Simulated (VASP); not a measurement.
Input of a VASP 6.6.1 run:

The input INCAR:

```
SYSTEM = Pt
PREC = Accurate
ENCUT = 520
EDIFF = 1E-6
ISMEAR = 0
SIGMA = 0.15
LREAL = .FALSE.
LASPH = .TRUE.
NELM = 100
ALGO = Normal
ISIF = 2
LWAVE = .FALSE.
LCHARG = .FALSE.
GGA = PE
NBANDS = 17
```

KPOINTS

```
Automatic mesh
0
G
  18 18 10
  0 0 0
```

The input POSCAR:

```
Pt
1.0
    2.7585396147      0.0000000000      0.0000000000
   -1.3792698074      2.3889653837      0.0000000000
    0.0000000000      0.0000000000      4.6618000000
Pt
2
Direct
    0.6666666667      0.3333333333      0.7500000000
    0.3333333333      0.6666666667      0.2500000000
```

Potentials or basis: VASP PAW PBE potentials, release 64 (Pt).

Launch:

```console
$ cat potpaw_PBE.64/Pt/POTCAR > POTCAR
$ mpirun -np 1 vasp_std > vasp.out
```

Task: Predict the band gap on the k mesh.

Result: Zero (band 10 reaches 11.33 eV, above the bottom of band 11 at 10.03 eV).

Task: Estimate the pressure.

Result: 5.8 GPa.

Stress tensor (GPa, compression positive):
```
4.60 0.00 0.00
0.00 4.60 0.00
0.00 0.00 8.24
```

Caveat: spin-orbit coupling is left out, which moves the levels of the heavy elements.
